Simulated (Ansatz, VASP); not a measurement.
HfSn3S8: VASP beside Ansatz

```
CELL_PARAMETERS angstrom
7.39781 0.00000 0.00000
-3.69891 6.40669 0.00000
0.00000 0.00000 6.81666
ATOMIC_POSITIONS crystal
Hf 0.00000 0.00000 0.00000
Sn 0.50000 0.50000 0.00000
Sn 0.50000 0.00000 0.00000
Sn 0.00000 0.50000 0.00000
S 0.66932 0.83466 0.21656
S 0.66667 0.33333 0.21488
S 0.16534 0.83466 0.21656
S 0.16534 0.33068 0.21656
S 0.83466 0.66932 0.78344
S 0.83466 0.16534 0.78344
S 0.33333 0.66667 0.78512
S 0.33068 0.16534 0.78344
```

Alike in both runs: functional PBE; k mesh 6 × 6 × 6; occupations gaussian, width 0.02 eV; no spin polarisation.

Ansatz relaxed the structure, and its values are those at the end. VASP's run is a single point on that final structure, the one shown.

```csv
,VASP,Ansatz
version,VASP 6.6.1,Ansatz 0.2.0
potentials or method,"VASP PAW PBE potentials, release 64 (Hf_pv, Sn_d, S), cutoff 520 eV","scalar-relativistic, plane waves, PAW"
valence electrons in the cell,100,116
```

Ansatz gave:

| Property | Result |
| --- | --- |
| gap on the k mesh at the Fermi level (eV) | 0.88 |
| least direct gap on the mesh (eV) | 0.97 |
| pressure (GPa) | 0.0 |
| rms of the force components (eV/Å) | 0.001 |

Problem. Estimate VASP's values.

Solution. gap on the k mesh at the Fermi level (eV): 0.90; least direct gap on the mesh (eV): 0.97; pressure (GPa): -0.2; rms of the force components (eV/Å): 0.016.

VASP's potentials hold 100 valence electrons a cell and Ansatz's 116, so a difference there can come from the potentials and not from the codes.

Spin-orbit coupling is off throughout.
